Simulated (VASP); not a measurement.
Here is a VASP 6.6.1 calculation.

The input INCAR:

```
SYSTEM = CdF2
ALGO = Normal ; EDIFF = 1E-6
ENCUT = 600 ; GGA = PE
GGA_COMPAT = .False. ; ISIF = 2
ISMEAR = 0 ; IVDW = 12
LASPH = .True. ; LCHARG = .True.
LELF = .True. ; LREAL = .False.
LVHAR = .True. ; LWAVE = .False.
NBANDS = 43 ; NELM = 120
PREC = Accurate ; SIGMA = 0.02
```

File KPOINTS:

```
k-points
0
Gamma
  6 6 4
  0 0 0
```

Contents of POSCAR:

```
CdF2
1.0
    3.6609348849      0.0000000000      0.0000000000
   -1.8304674424      3.1704626119      0.0000000000
    0.0000000000      0.0000000000      7.1332805811
Cd F
2 4
Direct
    0.6666666667      0.3333333333      0.6652754381
    0.3333333333      0.6666666667      0.1652754381
    0.0000000000      0.0000000000      0.7761131380
    0.3333333333      0.6666666667      0.5248404040
    0.6666666667      0.3333333333      0.0248404040
    0.0000000000      0.0000000000      0.2761131380
```

Potentials or basis: VASP PAW PBE potentials, release 64 (Cd_sv_GW, F).

Launch:

```sh
$ cat potpaw_PBE.64/Cd_sv_GW/POTCAR potpaw_PBE.64/F/POTCAR > POTCAR
$ mpirun -np 1 vasp_std > vasp.out
```

Task: What does it give for the pressure?

Result: -0.7 GPa.

Task: Predict the band gap on the k mesh.

Result: 2.83 eV, indirect (least direct gap 2.96 eV).

Task: Predict the dispersion energy per atom.

Result: -0.159 eV.

Task: Estimate the largest force.

Result: 0.005 eV/Å.

Stress tensor (GPa, compression positive):
```
-0.64  0.00  0.00
 0.00 -0.64  0.00
 0.00  0.00 -0.85
```

A k mesh can miss the band edges. PBE gaps usually lie below the measured ones, often by a third to a half.
